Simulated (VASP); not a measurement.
Set up this calculation in VASP 6.6.1, as the native input.

| Quantity | Value |
| --- | --- |
| Task | single point |
| Functional | PBE |
| Potentials or basis | VASP PAW PBE potentials, release 64 (Ta_pv, Si) |
| Cutoff | 500 eV |
| k mesh | 6 × 6 × 6 |
| Occupations | gaussian, width 0.2 eV |
| Spin | no spin polarisation |
| Dipole correction | no |
| Further INCAR settings | ALGO = Normal; EDIFF = 1e-06; NBANDS = 16 |

The structure of TaSi2 lies in POSCAR:

```
TaSi2
1.0
    4.6660419007      0.0000000000      0.0000000000
   -2.3330209504      4.0409108211      0.0000000000
    0.0000000000      0.0000000000      2.6211378384
Ta Si
1 2
Direct
    0.0000000000      0.0000000000      0.0000000000
    0.3333333333      0.6666666667      0.0000000000
    0.6666666667      0.3333333333      0.0000000000
```

The cell was built from a structure type or drawn by symmetry, and may not be a known phase.

The input as run:

INCAR

```
ALGO = Normal
EDIFF = 1E-6
ENCUT = 500
GGA = PE
GGA_COMPAT = False
ISIF = 2
ISMEAR = 0
LASPH = True
LCHARG = True
LELF = True
LREAL = False
LVHAR = True
LWAVE = False
NBANDS = 16
NELM = 120
PREC = Accurate
SIGMA = 0.2
```

KPOINTS

```
k-points
0
Gamma
  6 6 6
```

Potentials or basis: VASP PAW PBE potentials, release 64 (Ta_pv, Si).

Command:

```console
$ cat potpaw_PBE.64/Ta_pv/POTCAR potpaw_PBE.64/Si/POTCAR > POTCAR
$ mpirun -np 1 vasp_std > vasp.out
```

It gave:

- Pressure: 0.6 GPa
- Band gap on the k mesh: zero (an odd number of electrons rules out a gap without spin polarisation)

Caveat: the k points lie up to 0.40 Å⁻¹ apart, too coarse for converged energies and pressures of a metal; spin-orbit coupling is left out, which moves the levels of the heavy elements.

It took 14 s on 1 thread of AMD EPYC 9R45 96-Core Processor (Zen 5), on a shared host, peak memory 0.14 GiB.
